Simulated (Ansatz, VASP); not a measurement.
# One calculation of AlN, two programs

File POSCAR:

```
AlN
1.0
    3.1130000000      0.0000000000      0.0000000000
   -1.5565000000      2.6959370820      0.0000000000
    0.0000000000      0.0000000000      4.9810000000
Al N
2 2
Direct
    0.6666666667      0.3333333333      0.5000000000
    0.3333333333      0.6666666667      0.0000000000
    0.6666666667      0.3333333333      0.8800000000
    0.3333333333      0.6666666667      0.3800000000
```

The input INCAR.step1:

```
  PREC = Accurate
  ENCUT = 520
  EDIFF = 1E-5
  ISMEAR = -1
  SIGMA = 0.05
  LREAL = F
  LASPH = T
  NELM = 60
  ALGO = Normal
  ISIF = 2
  LWAVE = T
  LCHARG = F
  GGA = PE
  NBANDS = 16
```

The input INCAR.step2:

```
  PREC = Accurate
  ENCUT = 520
  EDIFF = 1E-6
  ISMEAR = -1
  SIGMA = 0.05
  LREAL = F
  LASPH = T
  NELM = 60
  ALGO = Normal
  ISIF = 2
  LWAVE = F
  LCHARG = F
  GGA = PE
  LHFCALC = T
  AEXX = 1.0
  ALDAC = 0.0
  AGGAC = 0.0
  PRECFOCK = Normal
  ISTART = 1
  NBANDS = 16
```

The input KPOINTS:

```
Automatic mesh
0
Gamma
  5 5 3
```

The input input.yaml:

```yaml
crystal:
  lattice:
    - [3.113, 0.0, 0.0]
    - [-1.5565, 2.695937082, 0.0]
    - [0.0, 0.0, 4.981]
  atoms:
    - { symbol: Al, position: [0.6666666667, 0.3333333333, 0.5] }
    - { symbol: Al, position: [0.3333333333, 0.6666666667, 0.0] }
    - { symbol: "N", position: [0.6666666667, 0.3333333333, 0.88] }
    - { symbol: "N", position: [0.3333333333, 0.6666666667, 0.38] }
hamiltonian:
  xc: hf
  pseudopotentials: { kind: paw }
kpoints:
  mp_grid: { grid: [5, 5, 3] }
  band_path:
    path:
      - [[0.0, 0.0, 0.0], [0.5, 0.0, 0.0], [0.3333333333, 0.3333333333, 0.0], [0.0, 0.0, 0.0], [0.0, 0.0, 0.5], [0.5, 0.0, 0.5], [0.3333333333, 0.3333333333, 0.5], [0.0, 0.0, 0.5]]
      - [[0.5, 0.0, 0.5], [0.5, 0.0, 0.0]]
      - [[0.3333333333, 0.3333333333, 0.0], [0.3333333333, 0.3333333333, 0.5]]
    npoints: 4
scf:
  occupations: { method: fermi_dirac, width: 0.05 }
  n_extra_bands: 10
output:
  forces: true
  stress: true
  eigenvalues: true
  fatbands: false
```

Alike in both runs: functional HF; k mesh 5 × 5 × 3; occupations fermi-dirac, width 0.05 eV; no spin polarisation.

|  | VASP | Ansatz |
| --- | --- | --- |
| version | VASP 6.6.1 | Ansatz 0.2.0 |
| potentials or method | VASP PAW PBE potentials, release 64 (Al, N) | Ansatz PAW |
| plane-wave cutoff (eV) | 520 | 420 |
| valence electrons in the cell | 16 | 16 |
| task | single point | band structure |

```tsv
	VASP	Ansatz	Ansatz less VASP
gap on the k mesh at the Fermi level (eV)	12.39	13.54	+1.148
least direct gap on the mesh (eV)	12.39	13.54	+1.148
pressure (GPa)	-2.8	-2.5	+0.35
traceless stress, the component that is largest in VASP (GPa)	1.88	1.23	-0.648
rms of the force components (eV/Å)	0.043	0.069	+0.0251
```

VASP's potentials were made for PBE, not for HF. Atom by atom the forces differ by 0.025 eV/Å (rms over components). With one functional, cell and mesh, what is left measures potentials, basis and numerics.

The k mesh is coarse, so the values compare programs but aren't converged.
